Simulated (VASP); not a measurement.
Set up this calculation in VASP 6.6.1, as the native input.

```yaml
Task: single point
Functional: PBE
Potentials_or_basis: VASP PAW PBE potentials, release 64 (Al, P)
Cutoff: 500 eV
k_mesh: 8 × 8 × 8
Occupations: gaussian, width 0.01 eV
Spin: no spin polarisation
Dipole_correction: no
Further_INCAR_settings: ALGO = Normal; EDIFF = 1e-06; NBANDS = 11
```

The structure of AlP lies in POSCAR:

```
AlP
1.0
    0.0000000000      2.7392572096      2.7392572096
    2.7392572096      0.0000000000      2.7392572096
    2.7392572096      2.7392572096      0.0000000000
Al P
1 1
Direct
    0.0000000000      0.0000000000      0.0000000000
    0.2500000000      0.2500000000      0.2500000000
```

These files were run (other wordings do the same):

INCAR

```
PREC = Accurate
ENCUT = 500
EDIFF = 1E-6
ISMEAR = 0
SIGMA = 0.01
LREAL = False
LASPH = True
NELM = 120
ALGO = Normal
ISIF = 2
LWAVE = False
LCHARG = False
GGA = PE
NBANDS = 11
GGA_COMPAT = False
```

KPOINTS

```
regular mesh
0
Gamma
  8 8 8
```

Potentials or basis: VASP PAW PBE potentials, release 64 (Al, P).

Command:

```sh
$ cat potpaw_PBE.64/Al/POTCAR potpaw_PBE.64/P/POTCAR > POTCAR
$ mpirun -np 1 vasp_std > vasp.out
```

Results of the run:

| Item | Value |
| --- | --- |
| Pressure | 1.3 GPa |
| Band gap on the k mesh | 1.60 eV, indirect (least direct gap 3.22 eV) |

Wall time 6.4 s on 1 thread of AMD EPYC 9R45 96-Core Processor (Zen 5), with other jobs on the host, peak memory 0.12 GiB.
